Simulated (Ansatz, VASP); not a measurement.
## TiAl3: VASP beside Ansatz

```
CELL_PARAMETERS angstrom
2.83968 0.00000 0.00000
0.00000 4.68126 0.00000
0.00000 0.00000 4.90074
ATOMIC_POSITIONS crystal
Ti 0.00000 0.50000 0.16592
Al 0.50000 0.50000 0.66727
Al 0.50000 0.00000 0.33091
Al 0.00000 0.00000 0.83590
```

Alike in both runs: task single point; functional PBEsol; k mesh 12 × 8 × 8; occupations gaussian, width 0.1 eV; no spin polarisation.

|  | VASP | Ansatz |
| --- | --- | --- |
| version | VASP 6.6.1 | Ansatz 0.2.0 |
| potentials or method | VASP PAW PBE potentials, release 64 (Ti_sv, Al), cutoff 520 eV | scalar-relativistic, plane waves, PAW |
| valence electrons in the cell | 21 | 21 |

Ansatz gave:

| Quantity | Value |
| --- | --- |
| gap on the k mesh at the Fermi level (eV) | none |
| pressure (GPa) | -2.4 |
| traceless stress, the component that is largest in VASP (GPa) | -0.93 |
| rms of the force components (eV/Å) | 0.024 |

What did VASP give for the same quantities?

gap on the k mesh at the Fermi level (eV): none; pressure (GPa): -2.4; traceless stress, the component that is largest in VASP (GPa): -0.94; rms of the force components (eV/Å): 0.024.

VASP's potentials were made for PBE, not for PBEsol. Atom by atom the forces differ by 0.001 eV/Å (rms over components). A gap of «none» marks a metal or a gap that the smearing closes.
